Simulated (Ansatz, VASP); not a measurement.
# Two plane-wave programs on Sn

File INCAR:

```
PREC = Accurate
ENCUT = 600
EDIFF = 1E-7
ISMEAR = -1
SIGMA = 0.1
LREAL = F
LASPH = T
NELM = 60
ALGO = Normal
ISIF = 3
LWAVE = F
LCHARG = F
GGA = RP
IBRION = 2
NSW = 80
EDIFFG = -0.01
```

File KPOINTS:

```
regular mesh
0
Gamma
  12 12 12
```

File POSCAR:

```
Sn
1.0
   -1.9137253733      1.9137253733      1.9137253733
    1.9137253733     -1.9137253733      1.9137253733
    1.9137253733      1.9137253733     -1.9137253733
Sn
1
Direct
    0.0000000000      0.0000000000      0.0000000000
```

Input for Ansatz:

```yaml
crystal:
  lattice:
    - [-1.9137253733, 1.9137253733, 1.9137253733]
    - [1.9137253733, -1.9137253733, 1.9137253733]
    - [1.9137253733, 1.9137253733, -1.9137253733]
  atoms:
    - { symbol: Sn, position: [0.0, 0.0, 0.0] }
hamiltonian:
  xc: rpbe
  pseudopotentials:
    kind: paw
    azcp:
      Sn: "pseudopotentials/Sn.paw.azcp"
basis:
  ecutwfc: 420
  fft_grid_basis: typed
kpoints:
  mp_grid: { grid: [12, 12, 12], shift: [0, 0, 0] }
magnetization:
  spin_polarized: false
scf:
  occupations: { method: fermi_dirac, width: 0.1 }
relax:
  max_steps: 60
  f_tol: 0.01
  cell: {}
```

Alike in both runs: task relaxation of cell and atoms; functional RPBE; k mesh 12 × 12 × 12; occupations fermi-dirac, width 0.1 eV; no spin polarisation.

|  | VASP | Ansatz |
| --- | --- | --- |
| version | VASP 6.6.1 | Ansatz 0.2.0 |
| potentials or method | VASP PAW PBE potentials, release 64 (Sn_d), cutoff 600 eV | plane waves (420 eV) with PAW, scalar-relativistic |
| valence electrons in the cell | 14 | 14 |

```tsv
	VASP	Ansatz	Ansatz less VASP
relaxed volume (Å³/atom)	28.42	28.41	-0.010
relaxed cell length with the largest relative difference (Å)	3.330	3.329	-0.0004
```

VASP's potentials were made for PBE, not for RPBE.
